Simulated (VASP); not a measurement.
# SnO3F2 (P1) in VASP: single point with PBE

Aim: the single point of SnO3F2 with PBE.

Program: VASP 6.6.1. These are calculated values, not measurements. Logs are shortened: lines on timing, memory, paths and dates and some standing lists are left out, and cuts for length are marked.

## 1. The cell of the first run

The typed cell holds 6 atoms: a = 6.071 Å, b = 5.689 Å, c = 6.106 Å, α = 59.78°, β = 58.26°, γ = 61.25°.

## 2. Single point, PBE

INCAR

```
PREC = Accurate
ENCUT = 600
EDIFF = 1E-6
ISMEAR = -1
SIGMA = 0.15
LREAL = False
LASPH = True
NELM = 120
ALGO = Normal
ISIF = 2
LWAVE = False
LCHARG = False
GGA = PE
NBANDS = 32
GGA_COMPAT = False
```

KPOINTS

```
Automatic mesh
0
Gamma
  1 1 1
```

POSCAR

```
SnO3F2
1.0
    1.6391927159     -5.1192389394     -2.8210808711
   -1.3945633991     -4.9884006249      2.3530884747
   -4.0978452616     -3.6327300464     -2.7002565886
F O Sn
2 3 1
Direct
    0.7284710000      0.7158640000      0.4126910000
    0.9804430000      0.9692750000      0.6517550000
    0.8623790000      0.8170250000      0.5266220000
    1.3253520000      0.8316620000      0.5401960000
    0.8349070000      1.3228770000      0.5293510000
    0.8054890000      0.8836200000      1.0364080000
```

Potentials or basis: VASP PAW PBE potentials, release 64 (F, O, Sn_d).

Command:

```bash
$ cat potpaw_PBE.64/F/POTCAR potpaw_PBE.64/O/POTCAR potpaw_PBE.64/Sn_d/POTCAR > POTCAR
$ mpirun -np 1 vasp_gam > vasp.out
```

OUTCAR:

```text
PREC = Accurate
   ENCUT = 600
   EDIFF = 1E-6
   ISMEAR = -1
   LREAL = False
   LASPH = True
   NELM = 120
   ISIF = 2
   GGA = PE

 ion  position               nearest neighbor table
   1  0.728  0.716  0.413-   3 1.71   5 1.85   6 1.87
   2  0.980  0.969  0.652-   5 1.69   4 1.71   6 1.90   3 1.92
   3  0.862  0.817  0.527-   1 1.71   2 1.92
   4  0.325  0.832  0.540-   2 1.71
   5  0.835  0.323  0.529-   2 1.69   1 1.85   6 2.81
   6  0.805  0.884  0.036-   1 1.87   2 1.90   5 2.81

  LATTYP: Found a triclinic cell.
 ALAT       =     5.9277240111
 B/A-ratio  =     1.4037852617
 C/A-ratio  =     1.0241012450
 COS(alpha) =     0.0146918320
 COS(beta)  =     0.4822805766
 COS(gamma) =     0.7299907338

  Lattice vectors:

 A1 = (  -5.7370379775,   1.4865088930,   0.1208242825)
 A2 = (  -7.1316013766,  -3.5018917319,   2.4739127572)
 A3 = (  -1.6391927159,   5.1192389394,   2.8210808711)

Analysis of symmetry for initial positions (statically):
=====================================================================
 Subroutine PRICEL returns:
 Original cell was already a primitive cell.

 Routine SETGRP: Setting up the symmetry group for a
 triclinic supercell.

 Subroutine GETGRP returns: Found  1 space group operations
 (whereof  1 operations were pure point group operations)
 out of a pool of  2 trial point group operations.

The static configuration has the point symmetry C_1 .

Analysis of symmetry for dynamics (positions and initial velocities):
=====================================================================
 Subroutine PRICEL returns:
 Original cell was already a primitive cell.

 Routine SETGRP: Setting up the symmetry group for a
 triclinic supercell.

 Subroutine GETGRP returns: Found  1 space group operations
 (whereof  1 operations were pure point group operations)
 out of a pool of  2 trial point group operations.

The dynamic configuration has the point symmetry C_1 .

 Subroutine INISYM returns: Found  1 space group operations
 (whereof  1 operations are pure point group operations),
 and found     1 'primitive' translations

----------------------------------------------------------------------------------------

                                     Primitive cell

  volume of cell :     148.1079

  direct lattice vectors                    reciprocal lattice vectors
     1.639192716 -5.119238939 -2.821080871     0.148662521 -0.090530414 -0.103813634
    -1.394563399 -4.988400625  2.353088475    -0.024138030 -0.107938817  0.181844384
    -4.097845262 -3.632730046 -2.700256589    -0.176349135  0.000519963 -0.103411439

  length of vectors
     6.070589540  5.689110057  6.105771779     0.202666158  0.212839876  0.204433885

  position of ions in fractional coordinates (direct lattice)
     0.728471000  0.715864000  0.412691000
     0.980443000  0.969275000  0.651755000
     0.862379000  0.817025000  0.526622000
     0.325352000  0.831662000  0.540196000
     0.834907000  0.322877000  0.529351000
     0.805489000  0.883620000  0.036408000

  ion indices of the primitive-cell ions
   primitive index   ion index
                 1           1
                 2           2
                 3           3
                 4           4
                 5           5
                 6           6

----------------------------------------------------------------------------------------

 KPOINTS: Automatic mesh

Automatic generation of k-mesh.
 Grid dimensions read from file:
 generate k-points for:    1    1    1

 Generating k-lattice:

  Cartesian coordinates                     Fractional coordinates (reciprocal lattice)
     0.148662521 -0.090530414 -0.103813634     1.000000000  0.000000000  0.000000000
    -0.024138030 -0.107938817  0.181844384     0.000000000  1.000000000  0.000000000
    -0.176349135  0.000519963 -0.103411439    -0.000000000  0.000000000  1.000000000

  Length of vectors
     0.202666158  0.212839876  0.204433885

  Shift w.r.t. Gamma in fractional coordinates (k-lattice)
     0.000000000  0.000000000  0.000000000

 Subroutine IBZKPT returns following result:
 ===========================================

 Found      1 irreducible k-points:

 Following reciprocal coordinates:
            Coordinates               Weight
  0.000000  0.000000  0.000000      1.000000
   k-points           NKPTS =      1   k-points in BZ     NKDIM =      1   number of bands    NBANDS=     32
   number of dos      NEDOS =    301   number of ions     NIONS =      6
   total plane-waves  NPLWV = 115200
   dimension x,y,z NGX =    48 NGY =   48 NGZ =   50
   dimension x,y,z NGXF=    96 NGYF=   96 NGZF=  100
   ions per type =               2   3   1
   NGX,Y,Z   is equivalent  to a cutoff of  13.15, 14.03, 13.61 a.u.
   NGXF,Y,Z  is equivalent  to a cutoff of  26.29, 28.05, 27.23 a.u.
 SYSTEM =  unknown system
   PREC   = accura    normal or accurate (medium, high low for compatibility)
   ISTART =      0    job   : 0-new  1-cont  2-samecut
   ICHARG =      2    charge: 1-file 2-atom 10-const
   ISPIN  =      1    spin polarized calculation?
   LNONCOLLINEAR =      F non collinear calculations
   LSORBIT =      F    spin-orbit coupling
   LASPH  =      T    aspherical Exc in radial PAW
   ENCUT  =  600.0 eV  44.10 Ry    6.64 a.u.  12.12 11.36 12.19*2*pi/ulx,y,z
   NELM   =    120;   NELMIN=  2; NELMDL= -5     # of ELM steps
   EDIFF  = 0.1E-05   stopping-criterion for ELM
   LREAL  =      F    real-space projection
   EDIFFG = 0.1E-04   stopping-criterion for IOM
   NSW    =      0    number of steps for IOM
   IBRION =     -1    ionic relax: 0-MD 1-quasi-New 2-CG
   NFREE  =      0    steps in history (QN), initial steepest desc. (CG)
   ISIF   =      2    stress and relaxation
   ISYM   =      2    0-nonsym 1-usesym 2-fastsym
   POTIM  = 0.5000    time-step for ionic-motion
   TEBEG  =    0.0;   TEEND  =   0.0 temperature during run
   PSTRESS=    0.0 pullay stress
   NELECT =      46.0000    total number of electrons
   NUPDOWN=      -1.0000    fix difference up-down
   EMIN   =  10.00;   EMAX   =-10.00  energy-range for DOS
   EFERMI =   0.00;   METHOD = LEGACY
   ISMEAR =    -1;   SIGMA  =   0.15  broadening in eV -4-tet -1-fermi 0-gaus
   EFERMI_NEDOS =   21; number of points for ismear=-14 and -15
   IALGO  =     38    algorithm
   IMIX   =      4    mixing-type and parameters
     AMIX     =   0.40;   BMIX     =  1.00
     AMIX_MAG =   1.60;   BMIX_MAG =  1.00
  volume/ion in A,a.u.               =      24.68       166.58
  Fermi-wavevector in a.u.,A,eV,Ry     =   1.108668  2.095078 16.723517  1.229144
  Thomas-Fermi vector in A             =   2.245198
   LORBIT       =      0    0 simple, 1 ext, 2 COOP (PROOUT), +10 PAW based schemes
   GGA     = PE    functional components
   LHFCALC =     F    Hartree Fock is set to
   AEXX    =    0.0000 exact exchange contribution
   IVDW    =     0    specifies the selected vdW correction
   LEPSILON=     F    determine dielectric tensor
   LRPA    =     F    only Hartree local field effects (RPA)
 non-spin polarized calculation
  energy-cutoff  :      600.00
  volume of cell :      148.11
 maximum number of plane-waves:      2475
   NGX = 25   NGY = 23   NGZ = 25

 number of electron      45.9999998 magnetization

 Free energy of the ion-electron system (eV)
  ---------------------------------------------------
  ext. energy  EPLUGINS =         0.00000000
  ---------------------------------------------------
  free energy    TOTEN  =       -15.16460792 eV

  energy without entropy =      -14.78945533  energy(sigma->0) =      -14.97703162

 E-fermi :  -1.7628     XC(G=0):  -6.5653

 val. band max:       -1.9447450993   @ k =   0.0000   0.0000   0.0000
 cond. band min:      -1.6019243663   @ k =   0.0000   0.0000   0.0000
 fundamental gap:      0.3428207330
 Fermi energy:        -1.7628452209

 k-point     1 :       0.0000    0.0000    0.0000
  band No.  band energies     occupation
      1     -28.0774      2.00000
      2     -27.1466      2.00000
      3     -23.0654      2.00000
      4     -23.0646      2.00000
      5     -23.0374      2.00000
      6     -22.9817      2.00000
      7     -22.6475      2.00000
      8     -18.3758      2.00000
      9     -18.1032      2.00000
     10     -17.1618      2.00000
     11     -10.0282      2.00000
     12      -9.8576      2.00000
     13      -9.7114      2.00000
     14      -9.2490      2.00000
     15      -6.8135      2.00000
     16      -6.6610      2.00000
     17      -3.4054      1.99996
     18      -3.0475      1.99962
     19      -2.8555      1.99863
     20      -2.8098      1.99814
     21      -2.4437      1.97885
     22      -2.4092      1.97347
     23      -1.9447      1.54154
     24      -1.6019      0.50974
     25      -0.1442      0.00004
     26       0.2154      0.00000
     27       1.3832      0.00000
     28       1.6153      0.00000
     29       4.5293      0.00000
     30       6.5958      0.00000
     31       6.8276      0.00000
     32       7.3223      0.00000

------------------------ aborting loop because EDIFF is reached ----------------------------------------

  FORCE on cell =-STRESS in cart. coord.  units (eV):
  Direction    XX          YY          ZZ          XY          YZ          ZX
  --------------------------------------------------------------------------------------
  -------------------------------------------------------------------------------------
  Total       15.2464144      3.3907897      9.5553635      1.5795586      0.1421657      6.8470557
  in kB      164.9301357     36.6803234    103.3664279     17.0870869      1.5378960     74.0689443
  external PRESSURE =     101.6589623 kB  Pullay stress =       0.0000000 kB

 VOLUME and BASIS-vectors are now :
 -----------------------------------------------------------------------------
  energy-cutoff  :      600.00
  volume of cell :      148.11
      direct lattice vectors                 reciprocal lattice vectors
     1.639192716 -5.119238939 -2.821080871     0.148662521 -0.090530414 -0.103813634
    -1.394563399 -4.988400625  2.353088475    -0.024138030 -0.107938817  0.181844384
    -4.097845262 -3.632730046 -2.700256589    -0.176349135  0.000519963 -0.103411439

 POSITION                                       TOTAL-FORCE (eV/Angst)
 -----------------------------------------------------------------------------------
     -1.49536     -8.79943     -1.48496        -6.126271     -0.246530     -4.655892
     -2.41537    -12.22190     -2.24502         7.627688      1.304760      2.882084
     -1.88380    -10.40345     -1.93232        -0.095712     -0.031306      0.304448
     -2.84013     -7.77660     -0.41954         0.259469     -0.965341     -0.504150
     -1.25090     -7.80772     -3.02497        -0.283545     -0.416502     -0.197632
     -0.06111     -8.66360     -0.29142        -1.381629      0.354918      2.171142
 -----------------------------------------------------------------------------------
    total drift:                               -0.000597      0.000293     -0.000266

  FREE ENERGIE OF THE ION-ELECTRON SYSTEM (eV)
  ---------------------------------------------------
  free  energy   TOTEN  =       -15.1646079187 eV

  energy  without entropy=      -14.7894553253  energy(sigma->0) =      -14.97703162
```

Wall time 36 s (1 thread of Intel Xeon 8259CL, shared host); peak memory 0.31 GiB.

What came out:

| Quantity | Value |
| --- | --- |
| Free energy | -15.1646 eV |
| Pressure | 10.2 GPa |
| Largest force | 8.258 eV/Å |
| Band gap on the k mesh | 0.34 eV |

Forces on the atoms (eV/Å):
```
F   -6.126 -0.247 -4.656
F    7.628  1.305  2.882
O   -0.096 -0.031  0.304
O    0.259 -0.965 -0.504
O   -0.284 -0.417 -0.198
Sn  -1.382  0.355  2.171
```

Caveat: the k points lie up to 1.34 Å⁻¹ apart; spin-orbit coupling is left out, which moves the levels of the heavy elements; forces of over 1 eV/Å act on the atoms, so gaps and moduli don't describe the material at rest.
